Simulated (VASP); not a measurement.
# Te (C2/m) in VASP: single point with LDA

Aim: the single point of Te with LDA.

Everything below comes from runs of VASP 6.6.1. Logs are shortened: lines on timing, memory, paths and dates and some standing lists are left out, and cuts for length are marked.

**1. The cell of the first run**

Symmetry: C2/m, No. 12, monoclinic system. The conventional cell has a = 7.641 Å, b = 4.296 Å, c = 5.977 Å, α = 90.00°, β = 90.90°, γ = 90.00°. Te (site symmetry m) has 6 Te at 3.03 to 3.47 Å within 4.0 Å. Te (site symmetry 2/m) has 6 Te at 3.09 to 3.31 Å within 4.1 Å.

**2. Single point, LDA**

The input, INCAR:

```
ALGO = Normal
EDIFF = 1E-6
ENCUT = 520
GGA = CA
ISIF = 2
ISMEAR = 0
LASPH = T
LCHARG = F
LREAL = F
LWAVE = F
NBANDS = 16
NELM = 60
PREC = Accurate
SIGMA = 0.1
```

The input, KPOINTS:

```
k-points
0
Gamma
  6 6 4
```

The input, POSCAR:

```
Te
1.0
    3.8202894300     -2.1482026000      0.0000000000
    3.8202894300      2.1482026000      0.0000000000
   -0.0942908700      0.0000000000      5.9760906500
Te
3
Direct
    0.6905533900      0.6905533900      0.6611905100
    0.3094466100      0.3094466100      0.3388094900
    0.0000000000      0.0000000000      0.0000000000
```

Potentials or basis: VASP PAW LDA potentials, release 64 (Te).

On the command line:

```bash
$ cat potpaw_LDA.64/Te/POTCAR > POTCAR
$ mpirun -np 1 vasp_std > vasp.out
```

OUTCAR:

```text
EDIFF = 1E-6
   ENCUT = 520
   GGA = CA
   ISIF = 2
   ISMEAR = 0
   LASPH = T
   LREAL = F
   NELM = 60
   PREC = Accurate

 ion  position               nearest neighbor table
   1  0.691  0.691  0.661-   2 3.03   2 3.03   3 3.09   3 3.31   3 3.31   2 3.47
   2  0.309  0.309  0.339-   1 3.03   1 3.03   3 3.09   3 3.31   3 3.31   1 3.47
   3  0.000  0.000  0.000-   1 3.09   2 3.09   1 3.31   1 3.31   2 3.31   2 3.31

  LATTYP: Found a base centered monoclinic cell.
 ALAT       =     7.6405788600
 B/A-ratio  =     0.5623140967
 C/A-ratio  =     0.7822489074
 COS(beta)  =    -0.0157760551

  Lattice vectors:

 A1 = (   3.8202894300,  -2.1482026000,   0.0000000000)
 A2 = (   3.8202894300,   2.1482026000,   0.0000000000)
 A3 = (  -0.0942908700,   0.0000000000,   5.9760906500)

Analysis of symmetry for initial positions (statically):
=====================================================================
 Subroutine PRICEL returns:
 Original cell was already a primitive cell.

 Routine SETGRP: Setting up the symmetry group for a
 base centered monoclinic supercell.

 Subroutine GETGRP returns: Found  4 space group operations
 (whereof  4 operations were pure point group operations)
 out of a pool of  4 trial point group operations.

The static configuration has the point symmetry C_2h.

Analysis of symmetry for dynamics (positions and initial velocities):
=====================================================================
 Subroutine PRICEL returns:
 Original cell was already a primitive cell.

 Routine SETGRP: Setting up the symmetry group for a
 base centered monoclinic supercell.

 Subroutine GETGRP returns: Found  4 space group operations
 (whereof  4 operations were pure point group operations)
 out of a pool of  4 trial point group operations.

The dynamic configuration has the point symmetry C_2h.

 Subroutine INISYM returns: Found  4 space group operations
 (whereof  4 operations are pure point group operations),
 and found     1 'primitive' translations

----------------------------------------------------------------------------------------

                                     Primitive cell

  volume of cell :      98.0886

  direct lattice vectors                    reciprocal lattice vectors
     3.820289430 -2.148202600  0.000000000     0.130880136 -0.232752721  0.002065029
     3.820289430  2.148202600  0.000000000     0.130880136  0.232752721  0.002065029
    -0.094290870  0.000000000  5.976090650     0.000000000  0.000000000  0.167333472

  length of vectors
     4.382851325  4.382851325  5.976834465     0.267035023  0.267035023  0.167333472

  position of ions in fractional coordinates (direct lattice)
     0.690553390  0.690553390  0.661190510
     0.309446610  0.309446610  0.338809490
     0.000000000  0.000000000  0.000000000

  ion indices of the primitive-cell ions
   primitive index   ion index
                 1           1
                 2           2
                 3           3

----------------------------------------------------------------------------------------

 KPOINTS: k-points

Automatic generation of k-mesh.
 Grid dimensions read from file:
 generate k-points for:    6    6    4

 Generating k-lattice:

  Cartesian coordinates                     Fractional coordinates (reciprocal lattice)
     0.021813356 -0.038792120  0.000344172     0.166666667  0.000000000  0.000000000
     0.021813356  0.038792120  0.000344172     0.000000000  0.166666667  0.000000000
     0.000000000  0.000000000  0.041833368     0.000000000  0.000000000  0.250000000

  Length of vectors
     0.044505837  0.044505837  0.041833368

  Shift w.r.t. Gamma in fractional coordinates (k-lattice)
     0.000000000  0.000000000  0.000000000

 Subroutine IBZKPT returns following result:
 ===========================================

 Found     47 irreducible k-points:

 Following reciprocal coordinates:
            Coordinates               Weight
  0.000000  0.000000  0.000000      1.000000
  0.166667  0.000000  0.000000      4.000000
  0.333333  0.000000  0.000000      4.000000
  0.500000  0.000000  0.000000      2.000000
  0.166667  0.166667  0.000000      2.000000
  0.333333  0.166667 -0.000000      4.000000
[... 16 lines left out ...]
 -0.333333  0.166667  0.250000      4.000000
 -0.166667  0.166667  0.250000      4.000000
 [... further k-points ...]
   k-points           NKPTS =     47   k-points in BZ     NKDIM =     47   number of bands    NBANDS=     16
   number of dos      NEDOS =    301   number of ions     NIONS =      3
   total plane-waves  NPLWV =  62208
   dimension x,y,z NGX =    36 NGY =   36 NGZ =   48
   dimension x,y,z NGXF=    72 NGYF=   72 NGZF=   96
   ions per type =               3
   NGX,Y,Z   is equivalent  to a cutoff of  13.66, 13.66, 13.35 a.u.
   NGXF,Y,Z  is equivalent  to a cutoff of  27.31, 27.31, 26.70 a.u.
 SYSTEM =  unknown system
   PREC   = accura    normal or accurate (medium, high low for compatibility)
   ISTART =      0    job   : 0-new  1-cont  2-samecut
   ICHARG =      2    charge: 1-file 2-atom 10-const
   ISPIN  =      1    spin polarized calculation?
   LNONCOLLINEAR =      F non collinear calculations
   LSORBIT =      F    spin-orbit coupling
   LASPH  =      T    aspherical Exc in radial PAW
   ENCUT  =  520.0 eV  38.22 Ry    6.18 a.u.   8.15  8.15 11.11*2*pi/ulx,y,z
   NELM   =     60;   NELMIN=  2; NELMDL= -5     # of ELM steps
   EDIFF  = 0.1E-05   stopping-criterion for ELM
   LREAL  =      F    real-space projection
   EDIFFG = 0.1E-04   stopping-criterion for IOM
   NSW    =      0    number of steps for IOM
   IBRION =     -1    ionic relax: 0-MD 1-quasi-New 2-CG
   NFREE  =      0    steps in history (QN), initial steepest desc. (CG)
   ISIF   =      2    stress and relaxation
   ISYM   =      2    0-nonsym 1-usesym 2-fastsym
   POTIM  = 0.5000    time-step for ionic-motion
   TEBEG  =    0.0;   TEEND  =   0.0 temperature during run
   PSTRESS=    0.0 pullay stress
   NELECT =      18.0000    total number of electrons
   NUPDOWN=      -1.0000    fix difference up-down
   EMIN   =  10.00;   EMAX   =-10.00  energy-range for DOS
   EFERMI =   0.00;   METHOD = LEGACY
   ISMEAR =     0;   SIGMA  =   0.10  broadening in eV -4-tet -1-fermi 0-gaus
   EFERMI_NEDOS =   21; number of points for ismear=-14 and -15
   IALGO  =     38    algorithm
   IMIX   =      4    mixing-type and parameters
     AMIX     =   0.40;   BMIX     =  1.00
     AMIX_MAG =   1.60;   BMIX_MAG =  1.00
  volume/ion in A,a.u.               =      32.70       220.64
  Fermi-wavevector in a.u.,A,eV,Ry     =   0.930307  1.758025 11.775440  0.865470
  Thomas-Fermi vector in A             =   2.056681
   LORBIT       =      0    0 simple, 1 ext, 2 COOP (PROOUT), +10 PAW based schemes
   GGA     = CA    functional components
   LHFCALC =     F    Hartree Fock is set to
   AEXX    =    0.0000 exact exchange contribution
   IVDW    =     0    specifies the selected vdW correction
   LEPSILON=     F    determine dielectric tensor
   LRPA    =     F    only Hartree local field effects (RPA)
 non-spin polarized calculation
 Gauss-broadening in eV      SIGMA  =   0.10
  energy-cutoff  :      520.00
  volume of cell :       98.09
 maximum number of plane-waves:      2654
 NGX is ok and might be reduce to    36
   NGX = 17   NGY = 17   NGZ = 23

 number of electron      18.0000000 magnetization

 Free energy of the ion-electron system (eV)
  ---------------------------------------------------
  ext. energy  EPLUGINS =         0.00000000
  ---------------------------------------------------
  free energy    TOTEN  =       -11.27202667 eV

  energy without entropy =      -11.26808954  energy(sigma->0) =      -11.27005811

 E-fermi :   6.3341     XC(G=0):  -9.4966

 val. band max:        6.3048367154   @ k =   0.5000   0.3333   0.2500
 cond. band min:       6.3561042683   @ k =   0.5000   0.5000   0.0000
 fundamental gap:      0.0512675529
 Fermi energy:         6.3340936036

 k-point     1 :       0.0000    0.0000    0.0000
  band No.  band energies     occupation
      1      -7.3974      2.00000
      2      -4.2206      2.00000
      3      -4.0805      2.00000
      4       3.5781      2.00000
      5       3.6135      2.00000
      6       4.0462      2.00000
[... 8 lines left out ...]
     15      12.3818      0.00000
     16      12.3971      0.00000

 k-point     2 :       0.1667    0.0000    0.0000
  band No.  band energies     occupation
      1      -7.1675      2.00000
      2      -4.2126      2.00000
      3      -4.0846      2.00000
      4       2.1317      2.00000
      5       2.8059      2.00000
      6       3.2336      2.00000
[... 8 lines left out ...]
     15      12.2709      0.00000
     16      12.9672      0.00000

 k-point     3 :       0.3333    0.0000    0.0000
  band No.  band energies     occupation
      1      -6.5113      2.00000
      2      -4.6250      2.00000
      3      -3.9502      2.00000
      4       1.3535      2.00000
      5       1.9352      2.00000
      6       2.5451      2.00000
[... 8 lines left out ...]
     15      13.3231      0.00000
     16      14.3738      0.00000

 k-point     4 :       0.5000    0.0000    0.0000
  band No.  band energies     occupation
      1      -5.6598      2.00000
      2      -5.4359      2.00000
      3      -3.8602      2.00000
      4       1.5079      2.00000
      5       1.8231      2.00000
      6       2.1830      2.00000
[... 8 lines left out ...]
     15      14.6757      0.00000
     16      15.2264      0.00000

 k-point     5 :       0.1667    0.1667    0.0000
  band No.  band energies     occupation
      1      -7.1863      2.00000
      2      -4.2569      2.00000
      3      -4.0367      2.00000
      4       2.0880      2.00000
      5       2.9471      2.00000
      6       3.1296      2.00000
[... 8 lines left out ...]
     15      12.4461      0.00000
     16      13.1771      0.00000

 k-point     6 :       0.3333    0.1667   -0.0000
  band No.  band energies     occupation
      1      -6.7631      2.00000
      2      -4.3391      2.00000
      3      -4.0940      2.00000
      4       1.5968      2.00000
      5       1.7028      2.00000
      6       3.4365      2.00000
[... 8 lines left out ...]
     15      13.1802      0.00000
     16      14.1737      0.00000

 k-point     7 :       0.5000    0.1667    0.0000
  band No.  band energies     occupation
      1      -5.9756      2.00000
      2      -4.9115      2.00000
      3      -4.1289      2.00000
      4       1.5920      2.00000
      5       1.6702      2.00000
      6       2.5720      2.00000
[... 8 lines left out ...]
     15      14.1128      0.00000
     16      14.8014      0.00000

 k-point     8 :      -0.3333    0.1667    0.0000
  band No.  band energies     occupation
      1      -5.8877      2.00000
      2      -5.0138      2.00000
      3      -4.1048      2.00000
      4       1.5813      2.00000
      5       1.7179      2.00000
      6       2.6262      2.00000
[... 8 lines left out ...]
     15      14.1099      0.00000
     16      14.7163      0.00000

 k-point     9 :      -0.1667    0.1667    0.0000
  band No.  band energies     occupation
      1      -6.7073      2.00000
      2      -4.3593      2.00000
      3      -4.1049      2.00000
      4       1.4766      2.00000
      5       1.8788      2.00000
      6       3.4108      2.00000
[... 8 lines left out ...]
     15      13.0047      0.00000
     16      13.9690      0.00000
[... 172 lines left out ...]
 k-point    19 :      -0.1667    0.0000    0.2500
  band No.  band energies     occupation
      1      -6.9717      2.00000
      2      -5.2947      2.00000
      3      -3.0979      2.00000
      4       2.4673      2.00000
      5       3.3740      2.00000
      6       3.4000      2.00000
[... 8 lines left out ...]
     15      11.8253      0.00000
     16      11.8992      0.00000

 k-point    20 :       0.1667    0.1667    0.2500
  band No.  band energies     occupation
      1      -6.9748      2.00000
      2      -5.3508      2.00000
      3      -3.0397      2.00000
      4       2.3989      2.00000
      5       3.3925      2.00000
      6       3.6851      2.00000
[... 8 lines left out ...]
     15      11.9188      0.00000
     16      11.9202      0.00000

 k-point    21 :       0.3333    0.1667    0.2500
  band No.  band energies     occupation
      1      -6.5604      2.00000
      2      -5.1877      2.00000
      3      -3.4369      2.00000
      4       1.5594      2.00000
      5       2.2757      2.00000
      6       3.1197      2.00000
[... 8 lines left out ...]
     15      12.6349      0.00000
     16      13.8216      0.00000

 k-point    22 :       0.5000    0.1667    0.2500
  band No.  band energies     occupation
      1      -5.7630      2.00000
      2      -5.2501      2.00000
      3      -3.9837      2.00000
      4       0.7611      2.00000
      5       1.7482      2.00000
      6       2.7306      2.00000
[... 8 lines left out ...]
     15      13.5908      0.00000
     16      14.5555      0.00000

 k-point    23 :      -0.3333    0.1667    0.2500
  band No.  band energies     occupation
      1      -5.8183      2.00000
      2      -4.9141      2.00000
      3      -4.3293      2.00000
      4       1.3324      2.00000
      5       1.4299      2.00000
      6       2.6744      2.00000
[... 8 lines left out ...]
     15      13.1426      0.00000
     16      14.1677      0.00000

 k-point    24 :      -0.1667    0.1667    0.2500
  band No.  band energies     occupation
      1      -6.5180      2.00000
      2      -5.1393      2.00000
      3      -3.5137      2.00000
      4       1.5701      2.00000
      5       2.2241      2.00000
      6       3.0602      2.00000
[... 8 lines left out ...]
     15      12.4934      0.00000
     16      13.7576      0.00000

 [... further k-points ...]
[... 5 lines left out ...]
  --------------------------------------------------------------------------------------
  -------------------------------------------------------------------------------------
  Total       -1.7054683     -1.4268171     -1.9873153      0.0000000      0.0000000     -0.1111952
  in kB      -27.8570784    -23.3055958    -32.4607606      0.0000000      0.0000000     -1.8162596
  external PRESSURE =     -27.8744783 kB  Pullay stress =       0.0000000 kB

 VOLUME and BASIS-vectors are now :
 -----------------------------------------------------------------------------
  energy-cutoff  :      520.00
  volume of cell :       98.09
      direct lattice vectors                 reciprocal lattice vectors
     3.820289430 -2.148202600  0.000000000     0.130880136 -0.232752721  0.002065029
     3.820289430  2.148202600  0.000000000     0.130880136  0.232752721  0.002065029
    -0.094290870  0.000000000  5.976090650     0.000000000  0.000000000  0.167333472

 POSITION                                       TOTAL-FORCE (eV/Angst)
 -----------------------------------------------------------------------------------
      5.21388      0.00000      3.95133        -0.023207      0.000000      0.009128
      2.33240      0.00000      2.02476         0.023207      0.000000     -0.009128
      0.00000      0.00000      0.00000         0.000000      0.000000      0.000000
 -----------------------------------------------------------------------------------
    total drift:                               -0.000000     -0.000000     -0.000000

  FREE ENERGIE OF THE ION-ELECTRON SYSTEM (eV)
  ---------------------------------------------------
  free  energy   TOTEN  =       -11.2720266677 eV

  energy  without entropy=      -11.2680895435  energy(sigma->0) =      -11.27005811
```

It took 24 s on 1 thread of Intel Xeon 6975P-C (Granite Rapids), shared host; peak memory 0.22 GiB.

What came out:

```yaml
Free_energy: -11.2720 eV
Pressure: -2.8 GPa
Largest_force: 0.025 eV/Å
Band_gap_on_the_k_mesh: zero (band 9 reaches 6.47 eV, above the bottom of band 10 at 6.10 eV)
```

Forces in eV/Å, atoms in the order of the input:
```
Te  -0.023  0.000  0.009
Te   0.023  0.000 -0.009
Te   0.000  0.000  0.000
```

Stress tensor (GPa, compression positive):
```
-2.79  0.00 -0.18
 0.00 -2.33  0.00
-0.18  0.00 -3.25
```

Levels at points of the mesh, in eV from the Fermi level:
| k point | band 6 | band 7 | band 8 | band 9 | band 10 | band 11 | band 12 | band 13 |
| --- | --- | --- | --- | --- | --- | --- | --- | --- |
| (0.00, 0.00, 0.00) | -2.29 | -2.08 | -1.67 | -1.45 | 0.91 | 0.95 | 1.48 | 4.66 |
| (0.50, 0.00, 0.00) | -4.15 | -3.84 | -0.66 | -0.65 | 0.19 | 0.30 | 2.34 | 3.51 |
| (0.50, 0.50, 0.00) | -4.11 | -3.99 | -0.37 | -0.19 | 0.02 | 0.19 | 2.37 | 3.60 |
| (0.00, 0.00, 0.50) | -2.64 | -1.22 | -0.82 | -0.38 | -0.23 | -0.16 | 0.13 | 3.72 |
| (0.50, 0.00, 0.50) | -3.46 | -2.79 | -2.67 | -0.27 | 0.21 | 1.93 | 2.59 | 4.25 |
| (0.50, 0.50, 0.50) | -3.28 | -3.15 | -2.59 | -0.13 | 0.23 | 2.27 | 2.37 | 4.19 |

Caveat: spin-orbit coupling is left out, which moves the levels of the heavy elements.
